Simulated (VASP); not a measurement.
CsCl: vibrations by perturbation theory with LDA

CsCl:

```
Cs Cl
1.0
     3.32341    0.00000    0.00000
     0.00000    3.32341    0.00000
     0.00000    0.00000    3.32341
Cs Cl
1 1
Direct
  0.00000 0.00000 0.00000
  0.50000 0.50000 0.50000
```

| Property | Result |
| --- | --- |
| Program | VASP 6.6.1 |
| Task | vibrations by perturbation theory |
| Functional | LDA |
| Potentials or basis | VASP PAW LDA potentials, release 64 (Cs_sv, Cl) |
| Cutoff | 500 eV |
| k mesh | 8 × 8 × 8 |
| Occupations | gaussian, width 0.01 eV |
| Spin | no spin polarisation |
| Dipole correction | no |
| Further INCAR settings | ALGO = Normal; EDIFF = 1e-08; IBRION = 8; NSW = 1 |

| Item | Value |
| --- | --- |
| Electronic dielectric tensor (diagonal) | 5.10 |
| Born charges (mean of the diagonal) | Cs +1.55; Cl -1.55 e |
| Highest phonon frequency at Γ, LO-TO splitting left out | 312 cm⁻¹ |

Phonon frequencies in cm⁻¹ (negative: imaginary):
```tsv
q point	frequencies
(0.000, 0.000, 0.000)	0 0 0 312 312 312
```

Electronic dielectric tensor:
```
5.10 0.00 0.00
0.00 5.10 0.00
0.00 0.00 5.10
```

Born effective charge tensors (e):
atom 1, Cs
```
1.55 0.00 0.00
0.00 1.55 0.00
0.00 0.00 1.55
```
atom 2, Cl
```
-1.55  0.00  0.00
 0.00 -1.55  0.00
 0.00  0.00 -1.55
```

Run time: 61 s on 1 thread of Intel(R) Xeon(R) 6975P-C (Granite Rapids), on a shared host, peak memory 0.2 GiB.

Caveat: the cell wasn't relaxed at this level first, which shifts response properties.
